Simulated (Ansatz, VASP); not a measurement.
## Se in VASP and in Ansatz

```
Se
1.0
     3.66325   -0.00573    0.03695
    -0.02029    3.66357    0.01836
    -1.74098   -0.28950    4.67772
Se
2
Direct
  0.82057 0.22536 0.08182
  0.17943 0.77464 0.91818
```

Alike in both runs: functional PBE; k mesh 16 × 16 × 12; occupations gaussian, width 0.1 eV; no spin polarisation.

Ansatz relaxed the structure, and its values are those at the end. VASP's run is a single point on that final structure, the one shown.

|  | VASP | Ansatz |
| --- | --- | --- |
| version | VASP 6.6.1 | Ansatz 0.2.0 |
| potentials or method | VASP PAW PBE potentials, release 64 (Se), cutoff 520 eV | scalar-relativistic, plane waves, PAW |
| valence electrons in the cell | 12 | 32 |

VASP gave:

- gap on the k mesh at the Fermi level (eV): none
- pressure (GPa): 0.1
- rms of the force components (eV/Å): 0.014

Question: Which values does Ansatz return?

Answer: gap on the k mesh at the Fermi level (eV): none; pressure (GPa): 0.0; rms of the force components (eV/Å): 0.002.

A gap of «none» marks a metal or a gap that the smearing closes. The functional is the same, so the differences come from potentials, cutoffs and numerics. VASP's potentials hold 12 valence electrons a cell and Ansatz's 32, so a difference there can come from the potentials and not from the codes.
